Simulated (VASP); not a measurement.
# C in VASP: further runs

C is run at these levels: PBE, LDA, PBE+D3(BJ), PBEsol; tasks: single point.

Program: VASP 6.6.1. These are calculated values, not measurements. Logs are shortened: lines on timing, memory, paths and dates and some standing lists are left out, and cuts for length are marked.

### 1 The cell of the first run

The cell holds a slab with vacuum, 2 atoms: a = 2.467 Å, b = 2.467 Å, c = 20.000 Å, α = 90.00°, β = 90.00°, γ = 120.00°.

### 2 Single point, PBE

File INCAR:

```
PREC = Accurate
ENCUT = 520
EDIFF = 1E-6
ISMEAR = 0
SIGMA = 0.05
LREAL = F
LASPH = T
NELM = 120
ALGO = Normal
ISIF = 2
LWAVE = F
LCHARG = T
LDIPOL = T
IDIPOL = 3
DIPOL = 0.5 0.5 0.500
GGA = PE
LELF = T
LVHAR = T
LVACPOTAV = T
NBANDS = 11
GGA_COMPAT = F
NELMDL = -8
```

File KPOINTS:

```
regular mesh
0
Gamma
  15 15 1
```

File POSCAR:

```
C
1.0
    2.4665518600      0.0000000000      0.0000000000
   -1.2332759300      2.1360965710      0.0000000000
    0.0000000000      0.0000000000     20.0000000000
C
2
Direct
    0.0000000000      0.0000000000      0.5000000000
    0.6666666667      0.3333333333      0.5000000000
```

Potentials or basis: VASP PAW PBE potentials, release 64 (C).

Started as:

```bash
cat potpaw_PBE.64/C/POTCAR > POTCAR
mpirun -np 1 vasp_std > vasp.out
```

OUTCAR:

```text
PREC = Accurate
   ENCUT = 520
   EDIFF = 1E-6
   ISMEAR = 0
   LREAL = F
   LASPH = T
   NELM = 120
   ISIF = 2
   GGA = PE
   NELMDL = -8

 ion  position               nearest neighbor table
   1  0.000  0.000  0.500-   2 1.42   2 1.42   2 1.42
   2  0.667  0.333  0.500-   1 1.42   1 1.42   1 1.42

  LATTYP: Found a hexagonal cell.
 ALAT       =     2.4665518600
 C/A-ratio  =     8.1084855033

  Lattice vectors:

 A1 = (   2.4665518600,   0.0000000000,   0.0000000000)
 A2 = (  -1.2332759300,   2.1360965710,   0.0000000000)
 A3 = (   0.0000000000,   0.0000000000,  20.0000000000)

Analysis of symmetry for initial positions (statically):
=====================================================================
 Subroutine PRICEL returns:
 Original cell was already a primitive cell.

 Routine SETGRP: Setting up the symmetry group for a
 hexagonal supercell.

 Subroutine GETGRP returns: Found 24 space group operations
 (whereof 12 operations were pure point group operations)
 out of a pool of 24 trial point group operations.

The static configuration has the point symmetry D_3h.
 The point group associated with its full space group is D_6h.

Analysis of symmetry for dynamics (positions and initial velocities):
=====================================================================
 Subroutine PRICEL returns:
 Original cell was already a primitive cell.

 Routine SETGRP: Setting up the symmetry group for a
 hexagonal supercell.

 Subroutine GETGRP returns: Found 24 space group operations
 (whereof 12 operations were pure point group operations)
 out of a pool of 24 trial point group operations.

The dynamic configuration has the point symmetry D_3h.
 The point group associated with its full space group is D_6h.

 Subroutine INISYM returns: Found 24 space group operations
 (whereof 12 operations are pure point group operations),
 and found     1 'primitive' translations

----------------------------------------------------------------------------------------

                                     Primitive cell

  volume of cell :     105.3759

  direct lattice vectors                    reciprocal lattice vectors
     2.466551860  0.000000000  0.000000000     0.405424275  0.234071814  0.000000000
    -1.233275930  2.136096571  0.000000000     0.000000000  0.468143629  0.000000000
     0.000000000  0.000000000 20.000000000     0.000000000  0.000000000  0.050000000

  length of vectors
     2.466551860  2.466551860 20.000000000     0.468143629  0.468143629  0.050000000

  position of ions in fractional coordinates (direct lattice)
     0.000000000  0.000000000  0.500000000
     0.666666667  0.333333333  0.500000000

  ion indices of the primitive-cell ions
   primitive index   ion index
                 1           1
                 2           2

----------------------------------------------------------------------------------------

 KPOINTS: regular mesh

Automatic generation of k-mesh.
 Grid dimensions read from file:
 generate k-points for:   15   15    1

 Generating k-lattice:

  Cartesian coordinates                     Fractional coordinates (reciprocal lattice)
     0.027028285  0.015604788  0.000000000     0.066666667  0.000000000  0.000000000
     0.000000000  0.031209575  0.000000000     0.000000000  0.066666667  0.000000000
     0.000000000  0.000000000  0.050000000     0.000000000  0.000000000  1.000000000

  Length of vectors
     0.031209575  0.031209575  0.050000000

  Shift w.r.t. Gamma in fractional coordinates (k-lattice)
     0.000000000  0.000000000  0.000000000

 Subroutine IBZKPT returns following result:
 ===========================================

 Found     27 irreducible k-points:

 Following reciprocal coordinates:
            Coordinates               Weight
  0.000000  0.000000  0.000000      1.000000
  0.066667 -0.000000  0.000000      6.000000
  0.133333  0.000000  0.000000      6.000000
  0.200000 -0.000000  0.000000      6.000000
  0.266667  0.000000  0.000000      6.000000
  0.333333  0.000000  0.000000      6.000000
[... 16 lines left out ...]
  0.333333  0.200000  0.000000     12.000000
  0.400000  0.200000  0.000000      6.000000
 [... further k-points ...]
   k-points           NKPTS =     27   k-points in BZ     NKDIM =     27   number of bands    NBANDS=     11
   number of dos      NEDOS =    301   number of ions     NIONS =      2
   total plane-waves  NPLWV =  48600
   dimension x,y,z NGX =    18 NGY =   18 NGZ =  150
   dimension x,y,z NGXF=    36 NGYF=   36 NGZF=  300
   ions per type =               2
   NGX,Y,Z   is equivalent  to a cutoff of  12.13, 12.13, 12.47 a.u.
   NGXF,Y,Z  is equivalent  to a cutoff of  24.26, 24.26, 24.94 a.u.
 SYSTEM =  unknown system
   PREC   = accura    normal or accurate (medium, high low for compatibility)
   ISTART =      0    job   : 0-new  1-cont  2-samecut
   ICHARG =      2    charge: 1-file 2-atom 10-const
   ISPIN  =      1    spin polarized calculation?
   LNONCOLLINEAR =      F non collinear calculations
   LSORBIT =      F    spin-orbit coupling
   LASPH  =      T    aspherical Exc in radial PAW
   ENCUT  =  520.0 eV  38.22 Ry    6.18 a.u.   4.59  4.59 37.19*2*pi/ulx,y,z
   NELM   =    120;   NELMIN=  2; NELMDL= -8     # of ELM steps
   EDIFF  = 0.1E-05   stopping-criterion for ELM
   LREAL  =      F    real-space projection
   EDIFFG = 0.1E-04   stopping-criterion for IOM
   NSW    =      0    number of steps for IOM
   IBRION =     -1    ionic relax: 0-MD 1-quasi-New 2-CG
   NFREE  =      0    steps in history (QN), initial steepest desc. (CG)
   ISIF   =      2    stress and relaxation
   ISYM   =      2    0-nonsym 1-usesym 2-fastsym
   POTIM  = 0.5000    time-step for ionic-motion
   TEBEG  =    0.0;   TEEND  =   0.0 temperature during run
   PSTRESS=    0.0 pullay stress
   NELECT =       8.0000    total number of electrons
   NUPDOWN=      -1.0000    fix difference up-down
   EMIN   =  10.00;   EMAX   =-10.00  energy-range for DOS
   EFERMI =   0.00;   METHOD = LEGACY
   ISMEAR =     0;   SIGMA  =   0.05  broadening in eV -4-tet -1-fermi 0-gaus
   EFERMI_NEDOS =   21; number of points for ismear=-14 and -15
   IALGO  =     38    algorithm
   IMIX   =      4    mixing-type and parameters
     AMIX     =   0.40;   BMIX     =  1.00
     AMIX_MAG =   1.60;   BMIX_MAG =  1.00
  volume/ion in A,a.u.               =      52.69       355.56
  Fermi-wavevector in a.u.,A,eV,Ry     =   0.693199  1.309956  6.537933  0.480525
  Thomas-Fermi vector in A             =   1.775345
   LORBIT       =      0    0 simple, 1 ext, 2 COOP (PROOUT), +10 PAW based schemes
   GGA     = PE    functional components
   LHFCALC =     F    Hartree Fock is set to
   AEXX    =    0.0000 exact exchange contribution
   IVDW    =     0    specifies the selected vdW correction
   LEPSILON=     F    determine dielectric tensor
   LRPA    =     F    only Hartree local field effects (RPA)
 non-spin polarized calculation
 Gauss-broadening in eV      SIGMA  =   0.05
  energy-cutoff  :      520.00
  volume of cell :      105.38
 maximum number of plane-waves:      2880
   NGX =  9   NGY =  9   NGZ = 75

 dipolmoment           0.000000      0.000000     -0.000000 electrons x Angstroem

 number of electron       7.9999997 magnetization

 dipolmoment           0.000000      0.000000      0.000000 electrons x Angstroem

 Free energy of the ion-electron system (eV)
  ---------------------------------------------------
  ext. energy  EPLUGINS =         0.00000000
  ---------------------------------------------------
  free energy    TOTEN  =       -18.44855673 eV

  energy without entropy =      -18.44805523  energy(sigma->0) =      -18.44830598

 E-fermi :  -2.7450     XC(G=0):  -2.1673

 val. band max:       -2.7450267660   @ k =   0.3333   0.3333   0.0000
 cond. band min:      -2.7450267606   @ k =   0.3333   0.3333   0.0000
 fundamental gap:      0.0000000054
 Fermi energy:        -2.7450267636

 k-point     1 :       0.0000    0.0000    0.0000
  band No.  band energies     occupation
      1     -22.2620      2.00000
      2     -10.3576      2.00000
      3      -5.7914      2.00000
      4      -5.7914      2.00000
      5       0.5182      0.00000
      6       1.3140      0.00000
      7       1.6623      0.00000
      8       2.5897      0.00000
      9       3.0250      0.00000
     10       5.3268      0.00000
     11       5.5559      0.00000

 k-point     2 :       0.0667   -0.0000    0.0000
  band No.  band energies     occupation
      1     -22.1571      2.00000
      2     -10.2323      2.00000
      3      -6.2156      2.00000
      4      -6.0132      2.00000
      5       0.6606      0.00000
      6       1.4583      0.00000
      7       1.8083      0.00000
      8       2.7344      0.00000
      9       3.1694      0.00000
     10       5.4498      0.00000
     11       5.6281      0.00000

 k-point     3 :       0.1333    0.0000    0.0000
  band No.  band energies     occupation
      1     -21.8428      2.00000
      2      -9.8584      2.00000
      3      -7.3426      2.00000
      4      -6.5754      2.00000
      5       1.0880      0.00000
      6       1.8907      0.00000
      7       2.2465      0.00000
      8       3.1682      0.00000
      9       3.6024      0.00000
     10       5.2828      0.00000
     11       5.5922      0.00000

 k-point     4 :       0.2000   -0.0000    0.0000
  band No.  band energies     occupation
      1     -21.3217      2.00000
      2      -9.2429      2.00000
      3      -8.8882      2.00000
      4      -7.2784      2.00000
      5       1.7998      0.00000
      6       2.6089      0.00000
      7       2.9768      0.00000
      8       3.8884      0.00000
      9       4.3222      0.00000
     10       5.4685      0.00000
     11       5.7849      0.00000
[... 239 lines left out ...]
 k-point    22 :       0.2667    0.2000    0.0000
  band No.  band energies     occupation
      1     -18.4841      2.00000
      2     -12.9704      2.00000
      3     -11.0291      2.00000
      4      -6.0271      2.00000
      5       0.6750      0.00000
      6       5.7583      0.00000
      7       6.5255      0.00000
      8       7.0649      0.00000
      9       7.8370      0.00000
     10       8.2191      0.00000
     11       8.4234      0.00000

 k-point    23 :       0.3333    0.2000    0.0000
  band No.  band energies     occupation
      1     -17.3421      2.00000
      2     -14.3918      2.00000
      3     -11.4554      2.00000
      4      -4.8929      2.00000
      5      -0.7111      0.00000
      6       7.4062      0.00000
      7       7.9429      0.00000
      8       8.1355      0.00000
      9       8.8166      0.00000
     10       9.2801      0.00000
     11      10.0763      0.00000

 k-point    24 :       0.4000    0.2000    0.0000
  band No.  band energies     occupation
      1     -16.4171      2.00000
      2     -15.4257      2.00000
      3     -11.5880      2.00000
      4      -4.2454      2.00000
      5      -1.4472      0.00000
      6       8.0536      0.00000
      7       8.5777      0.00000
      8       9.1552      0.00000
      9       9.3838      0.00000
     10      10.3890      0.00000
     11      10.8402      0.00000

 [... further k-points ...]
[... 5 lines left out ...]
  --------------------------------------------------------------------------------------
  -------------------------------------------------------------------------------------
  Total        0.0768001      0.0768001     -0.0108892      0.0000000      0.0000000     -0.0000000
  in kB        1.1677005      1.1677005     -0.1655645      0.0000000      0.0000000     -0.0000000
  external PRESSURE =       0.7232788 kB  Pullay stress =       0.0000000 kB

 VOLUME and BASIS-vectors are now :
 -----------------------------------------------------------------------------
  energy-cutoff  :      520.00
  volume of cell :      105.38
      direct lattice vectors                 reciprocal lattice vectors
     2.466551860  0.000000000  0.000000000     0.405424275  0.234071814  0.000000000
    -1.233275930  2.136096571  0.000000000     0.000000000  0.468143629  0.000000000
     0.000000000  0.000000000 20.000000000     0.000000000  0.000000000  0.050000000

 POSITION                                       TOTAL-FORCE (eV/Angst)
 -----------------------------------------------------------------------------------
      0.00000      0.00000     10.00000         0.000000      0.000000      0.000000
      1.23328      0.71203     10.00000        -0.000000     -0.000000      0.000000
 -----------------------------------------------------------------------------------
    total drift:                               -0.000000      0.000000      0.000000

  FREE ENERGIE OF THE ION-ELECTRON SYSTEM (eV)
  ---------------------------------------------------
  free  energy   TOTEN  =       -18.4485567349 eV

  energy  without entropy=      -18.4480552331  energy(sigma->0) =      -18.44830598

 vacuum level on the upper side and lower side of the slab         1.502         1.502
```

It took 30 s on 1 thread of AMD EPYC 7R13 (Zen 3), shared host; peak memory 0.17 GiB.

Results:

* Free energy: -18.4486 eV
* Band gap on the k mesh: zero (filled and empty bands touch)

### 3 Single point, LDA

File INCAR:

```
ALGO     = Normal         # electronic algorithm
DIPOL    = 0.5 0.5 0.500
EDIFF    = 1E-6           # SCF threshold, eV
ENCUT    = 520            # plane-wave cutoff, eV
GGA_COMPAT= F            
IDIPOL   = 3            
ISIF     = 2              # what is computed and relaxed
ISMEAR   = 0              # smearing method
LASPH    = T              # aspherical terms in the spheres
LCHARG   = T              # write CHGCAR
LDIPOL   = T            
LELF     = T              # ELF
LREAL    = F              # projectors in reciprocal space
LVACPOTAV= T            
LVHAR    = T            
LWAVE    = F              # write WAVECAR
NBANDS   = 11             # bands
NELM     = 120            # most SCF steps
NELMDL   = -8           
PREC     = Accurate       # precision mode
SIGMA    = 0.05           # smearing width, eV
```

File KPOINTS:

```
k-points
0
Gamma
  15 15 1
```

POSCAR is that of step 2.

Potentials or basis: VASP PAW LDA potentials, release 64 (C).

Started as:

```bash
cat potpaw_LDA.64/C/POTCAR > POTCAR
mpirun -np 1 vasp_std > vasp.out
```

It took 29 s on 1 thread of AMD EPYC 7R13 (Zen 3), shared host; peak memory 0.14 GiB.

Results (log left out):

| Item | Value |
| --- | --- |
| Free energy | -20.1648 eV |
| Band gap on the k mesh | zero (filled and empty bands touch) |

Levels at points of the mesh, in eV from the Fermi level:
```
           k point  band 1  band 2  band 3  band 4  band 5  band 6  band 7  band 8
(0.00, 0.00, 0.00)  -19.29   -7.63   -3.04   -3.04    3.41    4.37    4.70    5.62
```

### 4 Single point, PBE+D3(BJ)

Edit INCAR of step 3 so:

```diff
@@ -4,2 +4,3 @@
 ENCUT    = 520            # plane-wave cutoff, eV
+GGA      = PE             # functional
 GGA_COMPAT= F            
@@ -8,9 +9,7 @@
 ISMEAR   = 0              # smearing method
+IVDW     = 12             # dispersion correction
 LASPH    = T              # aspherical terms in the spheres
-LCHARG   = T              # write CHGCAR
+LCHARG   = F              # write CHGCAR
 LDIPOL   = T            
-LELF     = T              # ELF
 LREAL    = F              # projectors in reciprocal space
-LVACPOTAV= T            
-LVHAR    = T            
 LWAVE    = F              # write WAVECAR
```

KPOINTS is that of step 3.

POSCAR is that of step 3.

Potentials or basis: VASP PAW PBE potentials, release 64 (C).

Started as:

```bash
cat potpaw_PBE.64/C/POTCAR > POTCAR
mpirun -np 1 vasp_std > vasp.out
```

Wall time 29 s (1 thread of AMD EPYC 7R13 (Zen 3), shared host); peak memory 0.18 GiB.

It converged, with:

```
Free energy                : -18.6258 eV
Band gap on the k mesh     : zero (filled and empty bands touch)
Dispersion energy per atom : -0.089 eV
```

Levels at points of the mesh, in eV from the Fermi level:
```
           k point  band 1  band 2  band 3  band 4  band 5  band 6  band 7  band 8  band 9
(0.00, 0.00, 0.00)  -19.52   -7.61   -3.05   -3.05    3.26    4.06    4.41    5.33    5.77
```

### 5 Single point, PBEsol

File INCAR:

```
SYSTEM = C
ALGO = Normal
DIPOL = 0.5 0.5 0.500
EDIFF = 1E-6
ENCUT = 520
GGA = PS
GGA_COMPAT = .FALSE.
IDIPOL = 3
ISIF = 2
ISMEAR = 0
LASPH = .TRUE.
LCHARG = .TRUE.
LDIPOL = .TRUE.
LELF = .TRUE.
LREAL = .FALSE.
LVACPOTAV = .TRUE.
LVHAR = .TRUE.
LWAVE = .FALSE.
NBANDS = 11
NELM = 120
NELMDL = -8
PREC = Accurate
SIGMA = 0.05
```

File KPOINTS:

```
k-points
0
G
  15 15 1
  0 0 0
```

POSCAR is that of step 4.

Started as:

```bash
cat potpaw_PBE.64/C/POTCAR > POTCAR
mpirun -np 1 vasp_std > vasp.out
```

Wall time 30 s (1 thread of AMD EPYC 7R13 (Zen 3), shared host); peak memory 0.17 GiB.

It converged, with:

```
Free energy            : -19.2802 eV
Band gap on the k mesh : zero (filled and empty bands touch)
```

Levels at points of the mesh, in eV from the Fermi level:
```tsv
k point	band 1	band 2	band 3	band 4	band 5	band 6	band 7	band 8
(0.00, 0.00, 0.00)	-19.48	-7.64	-3.01	-3.01	3.41	4.20	4.50	5.45
```

Caveat: the PAW data sets were made with another functional, which shifts forces and pressure a little.

### 6 Summary

| level | potentials or basis | gap on the mesh (eV) |
| --- | --- | --- |
| PBE | VASP PAW PBE potentials, release 64 (C) | none |
| LDA | VASP PAW LDA potentials, release 64 (C) | none |
| PBE+D3(BJ) | VASP PAW PBE potentials, release 64 (C) | none |
| PBEsol | VASP PAW PBE potentials, release 64 (C) | none |

Alike in all rows: task single point; no spin polarisation; cell as given; k mesh 15 × 15 × 1; cutoff (eV) 520; smearing gaussian 0.05 eV.

Caveats: the PAW data sets were made with another functional, which shifts forces and pressure a little (at least some runs).

Total energies depend on the potentials used, so only differences within one code and one set of settings carry meaning.
